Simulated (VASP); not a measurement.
# BN (P1) in VASP: single point with PBEsol

Aim: the single point of BN with PBEsol.

All numbers are computed with VASP 6.6.1; they aren't measurements. Logs are shortened: lines on timing, memory, paths and dates and some standing lists are left out, and cuts for length are marked.

### Step 1. The cell of the first run

The typed cell holds 12 atoms: a = 2.541 Å, b = 2.541 Å, c = 12.651 Å, α = 87.70°, β = 85.39°, γ = 60.00°.

### Step 2. Single point, PBEsol

INCAR reads:

```
SYSTEM = BN
ALGO = Normal ; EDIFF = 1E-6
ENCUT = 600 ; GGA = PS
GGA_COMPAT = .FALSE. ; ISIF = 2
ISMEAR = 0 ; LASPH = .TRUE.
LCHARG = .TRUE. ; LELF = .TRUE.
LREAL = .FALSE. ; LVHAR = .TRUE.
LWAVE = .FALSE. ; NBANDS = 36
NELM = 120 ; PREC = Accurate
SIGMA = 0.05
```

KPOINTS reads:

```
k-points
0
G
  10 10 2
  0 0 0
```

POSCAR reads:

```
BN
1.0
   -2.5410113134      0.0000000000      0.0000000000
   -1.2705056567     -2.2005803487      0.0000000000
   -1.0164045254      0.0000000000     12.6098865131
B N
6 6
Direct
    0.5750489339      0.6666666667      0.2290443320
    0.4417156005      0.6666666667      0.5623776653
    0.3083822672      0.6666666667      0.8957109987
    0.3083822672      0.3333333333      0.0623776653
    0.1750489339      0.3333333333      0.3957109987
    0.0417156005      0.3333333333      0.7290443320
    0.6249777328      0.6666666667      0.1042223347
    0.4916443995      0.6666666667      0.4375556680
    0.3583110661      0.6666666667      0.7708890013
   -0.0416889339      0.3333333333      0.9375556680
    0.2249777328      0.3333333333      0.2708890013
    0.0916443995      0.3333333333      0.6042223347
```

Potentials or basis: VASP PAW PBE potentials, release 64 (B, N).

Started as:

```sh
$ cat potpaw_PBE.64/B/POTCAR potpaw_PBE.64/N/POTCAR > POTCAR
$ mpirun -np 1 vasp_std > vasp.out
```

OUTCAR:

```text
SYSTEM = BN
   EDIFF = 1E-6
   ENCUT = 600
   GGA = PS
   ISIF = 2
   ISMEAR = 0
   LASPH = .TRUE.
   LREAL = .FALSE.
   NELM = 120
   PREC = Accurate

 ion  position               nearest neighbor table
   1  0.575  0.667  0.229-  11 1.56  11 1.56  11 1.56   7 1.57
   2  0.442  0.667  0.562-  12 1.56  12 1.56  12 1.56   8 1.57
   3  0.308  0.667  0.896-  10 1.56  10 1.56  10 1.56   9 1.57
   4  0.308  0.333  0.062-   7 1.56   7 1.56   7 1.56  10 1.87
   5  0.175  0.333  0.396-   8 1.56   8 1.56   8 1.56  11 1.57
   6  0.042  0.333  0.729-   9 1.56   9 1.56   9 1.56  12 1.57
   7  0.625  0.667  0.104-   4 1.56   4 1.56   4 1.56   1 1.57
   8  0.492  0.667  0.438-   5 1.56   5 1.56   5 1.56   2 1.57
   9  0.358  0.667  0.771-   6 1.56   6 1.56   6 1.56   3 1.57
  10  0.958  0.333  0.938-   3 1.56   3 1.56   3 1.56   4 1.87
  11  0.225  0.333  0.271-   1 1.56   1 1.56   1 1.56   5 1.57
  12  0.092  0.333  0.604-   2 1.56   2 1.56   2 1.56   6 1.57

  LATTYP: Found a base centered monoclinic cell.
 ALAT       =     2.5410113134
 B/A-ratio  =     1.7320508076
 C/A-ratio  =     4.9786410440
 COS(beta)  =    -0.0803432094

  Lattice vectors:

 A1 = (   1.2705056567,  -2.2005803487,   0.0000000000)
 A2 = (   1.2705056567,   2.2005803487,   0.0000000000)
 A3 = (  -1.0164045254,   0.0000000000,  12.6098865131)

Analysis of symmetry for initial positions (statically):
=====================================================================
 Subroutine PRICEL returns:
 Original cell was already a primitive cell.

 Routine SETGRP: Setting up the symmetry group for a
 base centered monoclinic supercell.

 Subroutine GETGRP returns: Found  1 space group operations
 (whereof  1 operations were pure point group operations)
 out of a pool of  4 trial point group operations.

The static configuration has the point symmetry C_1 .

Analysis of symmetry for dynamics (positions and initial velocities):
=====================================================================
 Subroutine PRICEL returns:
 Original cell was already a primitive cell.

 Routine SETGRP: Setting up the symmetry group for a
 base centered monoclinic supercell.

 Subroutine GETGRP returns: Found  1 space group operations
 (whereof  1 operations were pure point group operations)
 out of a pool of  4 trial point group operations.

The dynamic configuration has the point symmetry C_1 .

 Subroutine INISYM returns: Found  1 space group operations
 (whereof  1 operations are pure point group operations),
 and found     1 'primitive' translations

----------------------------------------------------------------------------------------

                                     Primitive cell

  volume of cell :      70.5107

  direct lattice vectors                    reciprocal lattice vectors
    -2.541011313  0.000000000  0.000000000    -0.393544096  0.227212790 -0.031721142
    -1.270505657 -2.200580349  0.000000000     0.000000000 -0.454425579  0.000000000
    -1.016404525  0.000000000 12.609886513     0.000000000  0.000000000  0.079302855

  length of vectors
     2.541011313  2.541011313 12.650783218     0.455531380  0.454425579  0.079302855

  position of ions in fractional coordinates (direct lattice)
     0.575048934  0.666666667  0.229044332
     0.441715600  0.666666667  0.562377665
     0.308382267  0.666666667  0.895710999
     0.308382267  0.333333333  0.062377665
     0.175048934  0.333333333  0.395710999
     0.041715600  0.333333333  0.729044332
     0.624977733  0.666666667  0.104222335
     0.491644399  0.666666667  0.437555668
     0.358311066  0.666666667  0.770889001
     0.958311066  0.333333333  0.937555668
     0.224977733  0.333333333  0.270889001
     0.091644399  0.333333333  0.604222335

  ion indices of the primitive-cell ions
   primitive index   ion index
                 1           1
                 2           2
                 3           3
                 4           4
                 5           5
                 6           6
                 7           7
                 8           8
                 9           9
                10          10
                11          11
                12          12

----------------------------------------------------------------------------------------

 KPOINTS: k-points

Automatic generation of k-mesh.
 Grid dimensions read from file:
 generate k-points for:   10   10    2

 Generating k-lattice:

  Cartesian coordinates                     Fractional coordinates (reciprocal lattice)
    -0.039354410  0.022721279 -0.003172114     0.100000000  0.000000000  0.000000000
     0.000000000 -0.045442558  0.000000000     0.000000000  0.100000000  0.000000000
     0.000000000  0.000000000  0.039651427     0.000000000  0.000000000  0.500000000

  Length of vectors
     0.045553138  0.045442558  0.039651427

  Shift w.r.t. Gamma in fractional coordinates (k-lattice)
     0.000000000  0.000000000  0.000000000

 Subroutine IBZKPT returns following result:
 ===========================================

 Found    104 irreducible k-points:

 Following reciprocal coordinates:
            Coordinates               Weight
  0.000000  0.000000  0.000000      1.000000
  0.100000  0.000000  0.000000      2.000000
 -0.100000 -0.100000 -0.000000      2.000000
  0.200000  0.000000  0.000000      2.000000
 -0.200000 -0.200000 -0.000000      2.000000
  0.300000 -0.000000 -0.000000      2.000000
[... 16 lines left out ...]
  0.300000  0.400000 -0.000000      2.000000
 -0.200000  0.100000 -0.000000      2.000000
 [... further k-points ...]
   k-points           NKPTS =    104   k-points in BZ     NKDIM =    104   number of bands    NBANDS=     36
   number of dos      NEDOS =    301   number of ions     NIONS =     12
   total plane-waves  NPLWV =  43200
   dimension x,y,z NGX =    20 NGY =   20 NGZ =  108
   dimension x,y,z NGXF=    40 NGYF=   40 NGZF=  216
   ions per type =               6   6
   NGX,Y,Z   is equivalent  to a cutoff of  13.09, 13.09, 14.19 a.u.
   NGXF,Y,Z  is equivalent  to a cutoff of  26.17, 26.17, 28.38 a.u.
 SYSTEM =  BN
   PREC   = accura    normal or accurate (medium, high low for compatibility)
   ISTART =      0    job   : 0-new  1-cont  2-samecut
   ICHARG =      2    charge: 1-file 2-atom 10-const
   ISPIN  =      1    spin polarized calculation?
   LNONCOLLINEAR =      F non collinear calculations
   LSORBIT =      F    spin-orbit coupling
   LASPH  =      T    aspherical Exc in radial PAW
   ENCUT  =  600.0 eV  44.10 Ry    6.64 a.u.   5.08  5.08 25.27*2*pi/ulx,y,z
   NELM   =    120;   NELMIN=  2; NELMDL= -5     # of ELM steps
   EDIFF  = 0.1E-05   stopping-criterion for ELM
   LREAL  =      F    real-space projection
   EDIFFG = 0.1E-04   stopping-criterion for IOM
   NSW    =      0    number of steps for IOM
   IBRION =     -1    ionic relax: 0-MD 1-quasi-New 2-CG
   NFREE  =      0    steps in history (QN), initial steepest desc. (CG)
   ISIF   =      2    stress and relaxation
   ISYM   =      2    0-nonsym 1-usesym 2-fastsym
   POTIM  = 0.5000    time-step for ionic-motion
   TEBEG  =    0.0;   TEEND  =   0.0 temperature during run
   PSTRESS=    0.0 pullay stress
   NELECT =      48.0000    total number of electrons
   NUPDOWN=      -1.0000    fix difference up-down
   EMIN   =  10.00;   EMAX   =-10.00  energy-range for DOS
   EFERMI =   0.00;   METHOD = LEGACY
   ISMEAR =     0;   SIGMA  =   0.05  broadening in eV -4-tet -1-fermi 0-gaus
   EFERMI_NEDOS =   21; number of points for ismear=-14 and -15
   IALGO  =     38    algorithm
   IMIX   =      4    mixing-type and parameters
     AMIX     =   0.40;   BMIX     =  1.00
     AMIX_MAG =   1.60;   BMIX_MAG =  1.00
  volume/ion in A,a.u.               =       5.88        39.65
  Fermi-wavevector in a.u.,A,eV,Ry     =   1.440136  2.721463 28.218379  2.073992
  Thomas-Fermi vector in A             =   2.558914
   LORBIT       =      0    0 simple, 1 ext, 2 COOP (PROOUT), +10 PAW based schemes
   GGA     = PS    functional components
   LHFCALC =     F    Hartree Fock is set to
   AEXX    =    0.0000 exact exchange contribution
   IVDW    =     0    specifies the selected vdW correction
   LEPSILON=     F    determine dielectric tensor
   LRPA    =     F    only Hartree local field effects (RPA)
 non-spin polarized calculation
 Gauss-broadening in eV      SIGMA  =   0.05
  energy-cutoff  :      600.00
  volume of cell :       70.51
 maximum number of plane-waves:      2374
   NGX = 11   NGY = 11   NGZ = 51

 number of electron      47.9999997 magnetization

 Free energy of the ion-electron system (eV)
  ---------------------------------------------------
  ext. energy  EPLUGINS =         0.00000000
  ---------------------------------------------------
  free energy    TOTEN  =      -107.55877030 eV

  energy without entropy =     -107.55877030  energy(sigma->0) =     -107.55877030

 E-fermi :   8.1825     XC(G=0): -13.0575

 val. band max:        7.8942813531   @ k =   0.0000   0.0000   0.0000
 cond. band min:      10.7056056061   @ k =   0.5000   0.5000   0.0000
 fundamental gap:      2.8113242530
 Fermi energy:         8.1824797732

 k-point     1 :       0.0000    0.0000    0.0000
  band No.  band energies     occupation
      1     -12.9460      2.00000
      2     -12.2616      2.00000
      3     -12.0895      2.00000
      4     -10.4022      2.00000
      5     -10.2291      2.00000
      6      -8.5650      2.00000
[... 28 lines left out ...]
     35      17.3484      0.00000
     36      17.5411      0.00000
[... 866 lines left out ...]
      6      -7.5043      2.00000
[... 28 lines left out ...]
     35      18.6602      0.00000
     36      19.0828      0.00000

 [... further k-points ...]

------------------------ aborting loop because EDIFF is reached ----------------------------------------

  FORCE on cell =-STRESS in cart. coord.  units (eV):
  Direction    XX          YY          ZZ          XY          YZ          ZX
  --------------------------------------------------------------------------------------
  -------------------------------------------------------------------------------------
  Total       -3.9386303      0.8906112      4.5417040     -0.6037480     -2.7199443      5.1810222
  in kB      -89.4954161     20.2368886    103.1987405    -13.7186474    -61.8038585    117.7256312
  external PRESSURE =      11.3134043 kB  Pullay stress =       0.0000000 kB

 VOLUME and BASIS-vectors are now :
 -----------------------------------------------------------------------------
  energy-cutoff  :      600.00
  volume of cell :       70.51
      direct lattice vectors                 reciprocal lattice vectors
    -2.541011313  0.000000000  0.000000000    -0.393544096  0.227212790 -0.031721142
    -1.270505657 -2.200580349  0.000000000     0.000000000 -0.454425579  0.000000000
    -1.016404525  0.000000000 12.609886513     0.000000000  0.000000000  0.079302855

 POSITION                                       TOTAL-FORCE (eV/Angst)
 -----------------------------------------------------------------------------------
     -2.54101     -1.46705      2.88822         0.134428     -0.253075      0.317728
     -2.54101     -1.46705      7.09152        -0.001176      0.000204      0.147582
     -2.54101     -1.46705     11.29481        -0.076262     -0.604028     -0.007677
     -1.27051     -0.73353      0.78658         2.227234      0.178081      0.677494
     -1.27051     -0.73353      4.98987         0.001445     -0.018539      0.151605
     -1.27051     -0.73353      9.19317        -0.024419      0.006910      0.172390
     -2.54101     -1.46705      1.31423         0.328271     -0.900924      0.794205
     -2.54101     -1.46705      5.51753         0.001075     -0.001996     -0.148793
     -2.54101     -1.46705      9.72082        -0.141665      0.082161     -0.377638
     -3.81152     -0.73353     11.82247        -2.457127      1.552098     -1.436798
     -1.27051     -0.73353      3.41588         0.011028     -0.041794     -0.133031
     -1.27051     -0.73353      7.61918        -0.002832      0.000902     -0.157068
 -----------------------------------------------------------------------------------
    total drift:                                0.000161     -0.000098     -0.000162

  FREE ENERGIE OF THE ION-ELECTRON SYSTEM (eV)
  ---------------------------------------------------
  free  energy   TOTEN  =      -107.5587703005 eV

  energy  without entropy=     -107.5587703005  energy(sigma->0) =     -107.55877030
```

It took 2.8 min on 1 thread of Intel Xeon 6975P-C (Granite Rapids), shared host; peak memory 0.34 GiB.

Results:

```
Free energy            : -107.5588 eV
Pressure               : 1.1 GPa
Largest force          : 3.242 eV/Å
Band gap on the k mesh : 2.81 eV (least direct gap 3.95 eV)
```

Forces in eV/Å, atoms in the order of the input:
```
B    0.134 -0.253  0.318
B   -0.001  0.000  0.148
B   -0.076 -0.604 -0.008
B    2.227  0.178  0.677
B    0.001 -0.019  0.152
B   -0.024  0.007  0.172
N    0.328 -0.901  0.794
N    0.001 -0.002 -0.149
N   -0.142  0.082 -0.378
N   -2.457  1.552 -1.437
N    0.011 -0.042 -0.133
N   -0.003  0.001 -0.157
```

Stress tensor (GPa, compression positive):
```
-8.95 -1.37 11.77
-1.37  2.02 -6.18
11.77 -6.18 10.32
```

Levels at points of the mesh, in eV from the valence-band top:
```tsv
k point	band 20	band 21	band 22	band 23	band 24	band 25	band 26	band 27	band 28	band 29
(0.00, 0.00, 0.00)	-0.75	-0.62	-0.33	-0.22	0.00	6.76	7.84	8.08	8.36	8.57
(0.50, 0.00, 0.00)	-3.90	-3.67	-3.19	-2.49	-1.38	3.44	6.10	6.36	6.52	6.83
(0.50, 0.50, 0.00)	-3.85	-3.68	-3.19	-2.52	-1.14	2.81	6.13	6.30	6.54	6.86
(0.00, 0.50, 0.00)	-4.05	-3.58	-2.91	-2.70	-2.44	4.67	6.08	6.29	6.40	6.57
(0.00, 0.00, 0.50)	-0.94	-0.71	-0.54	-0.23	-0.21	6.80	7.89	8.05	8.39	8.64
(0.50, 0.00, 0.50)	-3.93	-3.81	-3.06	-2.53	-1.37	3.43	6.08	6.30	6.55	6.84
(0.50, 0.50, 0.50)	-3.95	-3.86	-3.12	-2.53	-1.22	2.88	6.14	6.37	6.58	6.76
(0.00, 0.50, 0.50)	-3.84	-3.51	-3.34	-2.71	-2.41	4.69	6.11	6.28	6.46	6.81
```

Caveat: the PAW data sets were made with another functional, which shifts forces and pressure a little. A k mesh can miss the band edges.
